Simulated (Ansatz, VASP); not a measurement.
One calculation of TePb, two programs

```
CELL_PARAMETERS angstrom
4.59782 0.00000 0.00000
-2.29891 3.98183 0.00000
0.00000 0.00000 23.36069
ATOMIC_POSITIONS crystal
Pb 0.00000 0.00000 0.00000
Pb 0.33333 0.66667 0.16823
Pb 0.66667 0.33333 0.33177
Pb 0.00000 0.00000 0.50000
Pb 0.66667 0.33333 0.66823
Pb 0.33333 0.66667 0.83177
Te 0.66667 0.33333 0.08594
Te 0.00000 0.00000 0.25000
Te 0.33333 0.66667 0.41406
Te 0.33333 0.66667 0.58594
Te 0.00000 0.00000 0.75000
Te 0.66667 0.33333 0.91406
```

Alike in both runs: functional PBE; k mesh 6 × 6 × 2; occupations gaussian, width 0.02 eV; no spin polarisation.

Ansatz relaxed the structure, and its values are those at the end. VASP's run is a single point on that final structure, the one shown.

|  | VASP | Ansatz |
| --- | --- | --- |
| version | VASP 6.6.1 | Ansatz 0.2.0 |
| potentials or method | VASP PAW PBE potentials, release 64 (Pb_d, Te), cutoff 520 eV | scalar-relativistic, plane waves, PAW |
| valence electrons in the cell | 120 | 180 |

|  | VASP | Ansatz | Ansatz less VASP |
| --- | --- | --- | --- |
| gap on the k mesh at the Fermi level (eV) | 0.63 | 0.63 | 0.000 |
| least direct gap on the mesh (eV) | 0.75 | 0.74 | -0.004 |
| pressure (GPa) | -0.1 | 0.0 | +0.05 |

VASP's potentials hold 120 valence electrons a cell and Ansatz's 180, so a difference there can come from the potentials and not from the codes.

Spin-orbit coupling is off throughout.
